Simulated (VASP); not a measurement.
Crystal: NaCl.

```
Cl Na
1.0
     3.50219    0.00000    0.00000
     0.00000    3.50219    0.00000
     0.00000    0.00000    3.50219
Cl Na
1 1
Direct
  0.50000 0.50000 0.50000
  0.00000 0.00000 0.00000
```

| Quantity | Value |
| --- | --- |
| Program | VASP 6.6.1 |
| Task | relaxation of cell and atoms |
| Functional | BLYP |
| Potentials or basis | VASP PAW PBE potentials, release 64 (Cl, Na_pv) |
| Cutoff | 600 eV |
| k mesh | 8 × 8 × 8 |
| Occupations | fermi-dirac, width 0.05 eV |
| Spin | no spin polarisation |

At the start: pressure 1.1 GPa; volume 21.48 Å³/atom.

Question: Where does the relaxation end?

Answer: Over 4 steps the energy falls by 3.3 meV/atom and the volume is 22.47 Å³/atom (+4.6 %); space group Pm-3m (No. 221, to 0.1 Å) before and after.

Step by step:
| step | energy change (eV) | largest force (eV/Å) | pressure (GPa) | volume (Å³) |
| --- | --- | --- | --- | --- |
| 1 | 0.0000 | 0.0000 | 1.13 | 42.96 |
| 2 | -0.0050 | 0.0000 | 0.56 | 43.91 |
| 3 | -0.0065 | 0.0000 | -0.11 | 45.14 |
| 4 | -0.0066 | 0.0000 | -0.02 | 44.94 |

Final structure:
```yaml
crystal:
  lattice:
    - [3.55536, 0.00000, 0.00000]
    - [0.00000, 3.55536, 0.00000]
    - [0.00000, 0.00000, 3.55536]
  atoms:
    - { symbol: Cl, position: [0.50000, 0.50000, 0.50000] }
    - { symbol: Na, position: [0.00000, 0.00000, 0.00000] }
```

Caveat: the PAW data sets were made with another functional, which shifts forces and pressure a little.
